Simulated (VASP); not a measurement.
Write the native input for VASP 6.6.1 that does the following.

- Task: relaxation of cell and atoms
- Functional: PBE
- Potentials or basis: VASP PAW PBE potentials, release 64 (W_sv)
- Cutoff: 600 eV
- k mesh: 9 × 9 × 9
- Occupations: fermi-dirac, width 0.1 eV
- Spin: no spin polarisation
- Target pressure: 15 GPa
- Dipole correction: no
- Further INCAR settings: ALGO = Normal; EDIFF = 1e-06; IBRION = 2; EDIFFG = -0.01; NSW = 50; ISIF = 3

The structure of W lies in POSCAR:

```
W
1.0
    2.5900000000      0.0000000000      0.0000000000
    0.0000000000      2.5900000000      0.0000000000
    0.0000000000      0.0000000000      2.5900000000
W
1
Direct
    0.0000000000      0.0000000000      0.0000000000
```

One way to write it, as run:

INCAR

```
PREC = Accurate
ENCUT = 600
EDIFF = 1E-6
ISMEAR = -1
SIGMA = 0.1
LREAL = F
LASPH = T
NELM = 100
ALGO = Normal
ISIF = 3
LWAVE = F
LCHARG = F
GGA = PE
IBRION = 2
NSW = 50
EDIFFG = -0.01
PSTRESS = 150.0
```

KPOINTS

```
regular mesh
0
Gamma
  9 9 9
```

Potentials or basis: VASP PAW PBE potentials, release 64 (W_sv).

Command:

```console
$ cat potpaw_PBE.64/W_sv/POTCAR > POTCAR
$ mpirun -np 1 vasp_std > vasp.out
```

It gave:

The relaxed volume is 17.34 Å³/atom, the relaxed cell is a = 2.588 Å, b = 2.588 Å, c = 2.588 Å, α = 90.00°, β = 90.00°, γ = 90.00° and the space group after relaxing (to 0.05 Å) is Pm-3m (No. 221). The energy change on relaxing (the enthalpy is what falls) is +3.0 meV/atom and the ionic steps are 3. The pressure after relaxing is 15.0 GPa and the band gap on the k mesh is zero (band 7 reaches 11.93 eV, above the bottom of band 8 at 9.60 eV).

Caveat: the cell is relaxed towards a set pressure, so the enthalpy falls and the energy may rise; spin-orbit coupling is left out, which moves the levels of the heavy elements.

Run time: 21 s on 1 thread of AMD EPYC 7R43 64-Core Processor (Zen 3), on a shared host, peak memory 0.1 GiB.
